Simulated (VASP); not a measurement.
Ta, 1 atom in the cell. Symmetry: Im-3m, No. 229, cubic system. Conventional cell: a = 3.269 Å, b = 3.269 Å, c = 3.269 Å, α = 90.00°, β = 90.00°, γ = 90.00°. Ta (site symmetry m-3m) has 14 Ta at 2.83 to 3.27 Å within 3.7 Å. 

* Program: VASP 6.6.1
* Task: single point
* Functional: PBE
* Potentials or basis: VASP PAW PBE potentials, release 64 (Ta_pv)
* Cutoff: 520 eV
* k mesh: 12 × 12 × 12
* Occupations: fermi-dirac, width 0.1 eV
* Spin: no spin polarisation
* Dipole correction: no
* Further INCAR settings: ALGO = Normal; EDIFF = 1e-07; NBANDS = 12

Potentials or basis: VASP PAW PBE potentials, release 64 (Ta_pv).

Command:

```bash
$ cat potpaw_PBE.64/Ta_pv/POTCAR > POTCAR
$ mpirun -np 1 vasp_std > vasp.out
```

Hardware: 1 thread of Intel Xeon 6975P-C (shared host).

Task: How long does it take, and how much memory?

Result: It took 8.6 s on 1 thread of Intel Xeon 6975P-C (shared host), peak memory 0.15 GiB. Counts: scf iterations 13, k points 72.
